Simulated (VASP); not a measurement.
Input of a VASP 6.6.1 run:

File INCAR:

```
SYSTEM = MoW3
  PREC = Accurate
  ENCUT = 600
  EDIFF = 1E-7
  ISMEAR = 0
  SIGMA = 0.1
  LREAL = .False.
  LASPH = .True.
  NELM = 80
  ALGO = Normal
  ISIF = 3
  LWAVE = .False.
  LCHARG = .False.
  GGA = PE
  IBRION = 2
  NSW = 90
  EDIFFG = -0.04
```

Contents of KPOINTS:

```
regular mesh
0
Gamma
  6 6 6
  0 0 0
```

The input POSCAR:

```
MoW3
1.0
   -1.9179079376      1.9179079376      4.2841579904
    1.9179079376     -1.9179079376      4.2841579904
    1.9179079376      1.9179079376     -4.2841579904
Mo W
1 3
Direct
    0.0000000000      0.0000000000      0.0000000000
    0.5000000000      0.5000000000      0.0000000000
    0.2500000000      0.7500000000      0.5000000000
    0.7500000000      0.2500000000      0.5000000000
```

Potentials or basis: VASP PAW PBE potentials, release 64 (Mo_sv, W_sv).

Command:

```bash
$ cat potpaw_PBE.64/Mo_sv/POTCAR potpaw_PBE.64/W_sv/POTCAR > POTCAR
$ mpirun -np 1 vasp_std > vasp.out
```

Estimate the space group after relaxing (to 0.05 Å).

I4/mmm (No. 139).

Estimate the relaxed volume.

16.42 Å³/atom.

What does it give for the band gap on the k mesh?

Zero (band 28 reaches 12.80 eV, above the bottom of band 29 at 10.59 eV).

The path:
```tsv
step	energy change (eV)	largest force (eV/Å)	pressure (GPa)	volume (Å³)
1	0.0000	0.0000	11.71	63.03
2	0.5752	0.0000	-26.00	74.08
3	-0.1244	0.0000	-2.31	66.13
4	-0.1247	0.0000	-1.73	65.99
5	-0.1943	0.0000	-0.19	65.70
6	-0.2015	0.0000	1.36	65.41
7	-0.2070	0.0000	0.58	65.56
8	-0.2076	0.0000	0.75	65.52
9	-0.2076	0.0000	0.80	65.51
10	-0.2036	0.0000	-2.10	66.22
11	-0.2080	0.0000	0.13	65.67
```

Caveat: the k points lie up to 0.39 Å⁻¹ apart in the final cell; spin-orbit coupling is left out, which moves the levels of the heavy elements.
